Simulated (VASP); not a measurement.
## Cs: electric field gradients with LDA

The system is Cs.

```
Cs
1.0
     0.00000    3.86842    3.86842
     3.86842    0.00000    3.86842
     3.86842    3.86842    0.00000
Cs
1
Direct
  0.00000 0.00000 0.00000
```

This isn't the form of Cs at room conditions, which is bcc.

* Program: VASP 6.6.1
* Task: electric field gradients
* Functional: LDA
* Potentials or basis: VASP PAW LDA potentials, release 64 (Cs_sv)
* Cutoff: 520 eV
* k mesh: 8 × 8 × 8
* Occupations: fermi-dirac, width 0.08 eV
* Spin: no spin polarisation
* Dipole correction: no
* Further INCAR settings: ALGO = Normal; EDIFF = 1e-08; NBANDS = 10

```yaml
Pressure: -0.3 GPa
Band_gap_on_the_k_mesh: zero (an odd number of electrons rules out a gap without spin polarisation)
Largest_electric_field_gradient_by_atom: zero within the noise of the run
```

Levels at points of the mesh, in eV from the Fermi level:
```csv
k point,band 2,band 3,band 4,band 5,band 6,band 7,band 8,band 9
"(0.00, 0.00, 0.00)",-10.54,-10.54,-10.54,-1.66,2.40,2.40,2.40,3.46
"(0.50, 0.00, 0.00)",-10.68,-10.56,-10.56,-0.04,0.84,2.27,2.27,4.26
"(0.50, 0.50, 0.00)",-10.67,-10.59,-10.59,0.30,1.04,1.48,4.01,4.01
```

It took 25 s on 1 thread of Intel(R) Xeon(R) Platinum 8259CL CPU @ 2.50GHz (Skylake/Cascade Lake), with other jobs on the host, peak memory 0.21 GiB.

Caveat: spin-orbit coupling is left out, which moves the levels of the heavy elements.
